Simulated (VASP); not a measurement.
Here is a VASP 6.6.1 calculation.

INCAR

```
SYSTEM = Al
PREC = Accurate ; ENCUT = 520
EDIFF = 1E-6 ; ISMEAR = 0
SIGMA = 0.15 ; LREAL = .False.
LASPH = .True. ; NELM = 100
ALGO = Fast ; ISIF = 2
LWAVE = .False. ; LCHARG = .False.
GGA = PE ; IVDW = 12
NBANDS = 14
```

File KPOINTS:

```
Automatic mesh
0
Gamma
  18 18 6
  0 0 0
```

File POSCAR:

```
Al
1.0
    2.8898311824      0.0000000000      0.0000000000
   -1.4449155912      2.5026672166      0.0000000000
    0.0000000000      0.0000000000      9.1887962106
Al
4
Direct
    0.0000000000      0.0000000000      0.0000000000
    0.3333333333      0.6666666667      0.2500000000
    0.0000000000      0.0000000000      0.5000000000
    0.6666666667      0.3333333333      0.7500000000
```

Potentials or basis: VASP PAW PBE potentials, release 64 (Al).

Command:

```console
$ cat potpaw_PBE.64/Al/POTCAR > POTCAR
$ mpirun -np 1 vasp_std > vasp.out
```

Predict the band gap on the k mesh.

zero (bands 6 and 7 overlap by 5.85 eV).

Estimate the pressure.

-3.6 GPa.

What does it give for the dispersion energy per atom?

-0.334 eV.

Stress tensor (GPa, compression positive):
```
-4.46  0.00  0.00
 0.00 -4.46  0.00
 0.00  0.00 -1.91
```

Caveat: the cell stands under tension.
